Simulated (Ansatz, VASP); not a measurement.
NaSbBr6 in VASP and in Ansatz

```
CELL_PARAMETERS angstrom
0.00000 5.16467 5.16467
5.16467 0.00000 5.16467
5.16467 5.16467 0.00000
ATOMIC_POSITIONS crystal
Sb 0.00000 0.00000 0.00000
Na 0.50000 0.50000 0.50000
Br 0.77400 0.22600 0.22600
Br 0.22600 0.77400 0.22600
Br 0.22600 0.77400 0.77400
Br 0.77400 0.22600 0.77400
Br 0.22600 0.22600 0.77400
Br 0.77400 0.77400 0.22600
```

Alike in both runs: task single point; functional PBE; k mesh 5 × 5 × 5; no spin polarisation.

|  | VASP | Ansatz |
| --- | --- | --- |
| version | VASP 6.6.1 | Ansatz 0.2.0 |
| potentials or method | VASP PAW PBE potentials, release 64 (Sb, Na_pv, Br), cutoff 520 eV | PAW plane waves |
| occupations | fermi-dirac, width 0.1 eV | fermi-dirac |
| valence electrons in the cell | 54 | 66 |

```tsv
	VASP	Ansatz	Ansatz less VASP
pressure (GPa)	13.3	13.2	-0.16
rms of the force components (eV/Å)	2.076	2.046	-0.0295
```

Atom by atom the forces differ by 0.029 eV/Å (rms over components). VASP's potentials hold 54 valence electrons a cell and Ansatz's 66, so a difference there can come from the potentials and not from the codes. Ansatz's warnings: xc potential rough in thin density.

Neither program's run includes spin-orbit coupling.
